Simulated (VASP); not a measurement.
CuO: density of states with LDA

CuO:

```
Cu O
1.0
     1.99097   -2.15355    0.00000
     1.99097    2.15355    0.00000
     0.00000    0.00000    5.15593
Cu O
2 2
Direct
  0.50000 0.00000 0.00000
  0.00000 0.50000 0.50000
  0.50000 0.50000 0.25000
  0.50000 0.50000 0.75000
```

```json
{
 "Program": "VASP 6.6.1",
 "Task": "density of states",
 "Functional": "LDA",
 "Potentials or basis": "VASP PAW LDA potentials, release 64 (Cu, O)",
 "Cutoff": "520 eV",
 "k mesh": "5 × 5 × 3",
 "Occupations": "fermi-dirac, width 0.05 eV",
 "Spin": "no spin polarisation",
 "Dipole correction": "no",
 "k mesh for the DOS": "8 × 8 × 5",
 "Occupations for the DOS": "tetrahedron",
 "Further INCAR settings": "ALGO = Normal; EDIFF = 1e-06"
}
```

```yaml
Valence_electrons_inside_the_program's_atomic_spheres: Cu 9.92; O 4.92
```

Levels at points of the mesh, in eV from the Fermi level:
| k point | band 15 | band 16 | band 17 | band 18 | band 19 | band 20 |
| --- | --- | --- | --- | --- | --- | --- |
| (0.00, 0.00, 0.00) | -2.29 | -1.88 | 0.59 | 0.78 | 1.45 | 6.09 |
| (0.50, 0.00, 0.00) | -1.55 | -1.47 | 0.21 | 0.47 | 3.62 | 5.90 |
| (0.50, 0.50, 0.00) | -1.64 | -1.19 | -1.13 | 1.12 | 2.15 | 7.19 |

Run time: 28 s on 1 thread of AMD EPYC 9R45 96-Core Processor (Zen 5) (shared host), peak memory 0.14 GiB.

Caveat: the k points lie up to 0.43 Å⁻¹ apart; semilocal functionals often make such compounds metallic where correlation or magnetic order opens a gap, which also shifts bond lengths.
